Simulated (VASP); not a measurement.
Set up this calculation in VASP 6.6.1, as the native input.

* Task: single point
* Functional: PBE
* Potentials or basis: VASP PAW PBE potentials, release 64 (Al, B, N)
* Cutoff: 520 eV
* k mesh: 6 × 6 × 8
* Occupations: gaussian, width 0.02 eV
* Spin: no spin polarisation
* Dipole correction: no
* Further INCAR settings: ALGO = Normal; EDIFF = 1e-06; NBANDS = 21

The structure of Al2BN3 lies in POSCAR:

```
Al2BN3
1.0
    2.5356313858     -4.3324766492     -0.0003680582
    2.5356313858      4.3324766492     -0.0003680582
   -1.6317161908      0.0000000000      2.6509477273
Al B N
2 1 3
Direct
    0.0486541409      0.3788022028      0.1415485460
    0.3788022028      0.0486541409      0.1415485460
    0.6593347514      0.6593347514      0.9566853833
    0.3300774635      0.6310013251      0.8798593526
    0.9494291563      0.9494291563      0.9923959397
    0.6310013251      0.3300774635      0.8798593526
```

The input as run:

INCAR

```
PREC = Accurate
ENCUT = 520
EDIFF = 1E-6
ISMEAR = 0
SIGMA = 0.02
LREAL = F
LASPH = T
NELM = 100
ALGO = Normal
ISIF = 2
LWAVE = F
LCHARG = T
GGA = PE
LELF = T
LVHAR = T
NBANDS = 21
```

KPOINTS

```
Automatic mesh
0
Gamma
  6 6 8
```

Potentials or basis: VASP PAW PBE potentials, release 64 (Al, B, N).

The run is started by

```sh
$ cat potpaw_PBE.64/Al/POTCAR potpaw_PBE.64/B/POTCAR potpaw_PBE.64/N/POTCAR > POTCAR
$ mpirun -np 1 vasp_std > vasp.out
```

It gave:

- Pressure: -0.1 GPa
- Largest force: 0.026 eV/Å
- Band gap on the k mesh: 2.84 eV (least direct gap 3.60 eV)

Run time: 71 s on 1 thread of Intel(R) Xeon(R) Platinum 8124M CPU @ 3.00GHz (Skylake/Cascade Lake), on a shared host, peak memory 0.24 GiB.
